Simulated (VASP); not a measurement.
The system is P.

```
P
1.0
     4.95671    0.00000    0.00000
     0.00000    4.95671    0.00000
     0.00000    0.00000    4.95671
P
8
Direct
  0.00000 0.00000 0.00000
  0.50000 0.50000 0.50000
  0.25000 0.00000 0.50000
  0.75000 0.00000 0.50000
  0.50000 0.25000 0.00000
  0.50000 0.75000 0.00000
  0.00000 0.50000 0.25000
  0.00000 0.50000 0.75000
```

```yaml
Program: VASP 6.6.1
Task: relaxation of cell and atoms
Functional: PBE
Potentials_or_basis: VASP PAW PBE potentials, release 64 (P)
Cutoff: 600 eV
k_mesh: 5 × 5 × 5
Occupations: fermi-dirac, width 0.1 eV
Spin: no spin polarisation
```

At the start: pressure -2.9 GPa; volume 15.22 Å³/atom.

Where does the relaxation end?

Over 3 steps the energy falls by 5.1 meV/atom and the volume is 14.68 Å³/atom (-3.5 %); space group Pm-3n (No. 223, to 0.05 Å).

Step by step:
```
step  energy change (eV)  largest force (eV/Å)  pressure (GPa)  volume (Å³)
   1              0.0000                0.0000           -2.91       121.78
   2             -0.0398                0.0000            0.37       116.98
   3             -0.0404                0.0000            0.00       117.47
```

Final structure:
```cif
data_structure
_symmetry_space_group_name_H-M 'P 1'
_symmetry_Int_Tables_number 1
_cell_length_a 4.8975
_cell_length_b 4.8975
_cell_length_c 4.8975
_cell_angle_alpha 90.000
_cell_angle_beta 90.000
_cell_angle_gamma 90.000
_cell_volume 117.47
loop_
_atom_site_label
_atom_site_type_symbol
_atom_site_fract_x
_atom_site_fract_y
_atom_site_fract_z
_atom_site_occupancy
P1 P 0.00000 0.00000 0.00000 1
P2 P 0.50000 0.50000 0.50000 1
P3 P 0.25000 0.00000 0.50000 1
P4 P 0.75000 0.00000 0.50000 1
P5 P 0.50000 0.25000 0.00000 1
P6 P 0.50000 0.75000 0.00000 1
P7 P 0.00000 0.50000 0.25000 1
P8 P 0.00000 0.50000 0.75000 1
```
